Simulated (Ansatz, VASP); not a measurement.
## Au: VASP beside Ansatz

```
CELL_PARAMETERS angstrom
-1.61584 1.61584 1.65727
1.61584 -1.61584 1.65727
1.61584 1.61584 -1.65727
ATOMIC_POSITIONS crystal
Au 0.00000 0.00000 0.00000
```

Change from the starting cell: strain -0.025 along x and y, +0.000 along z, atoms carried along.

Alike in both runs: task single point; functional r2SCAN; k mesh 20 × 20 × 20; occupations gaussian, width 0.15 eV; no spin polarisation.

```csv
,VASP,Ansatz
version,VASP 6.6.1,Ansatz 0.2.0
potentials or method,"VASP PAW PBE potentials, release 64 (Au), cutoff 520 eV","scalar-relativistic, plane waves, PAW"
valence electrons in the cell,11,19
```

Ansatz gave:

* gap on the k mesh at the Fermi level (eV): none
* pressure (GPa): 2.5

What did VASP give for the same quantities?

gap on the k mesh at the Fermi level (eV): none; pressure (GPa): 2.8.

VASP's potentials were made for PBE, not for r2SCAN. A gap of «none» marks a metal or a gap that the smearing closes. The functional is the same, so the differences come from potentials, cutoffs and numerics. VASP's potentials hold 11 valence electrons a cell and Ansatz's 19, so a difference there can come from the potentials and not from the codes.

Spin-orbit coupling is off throughout.
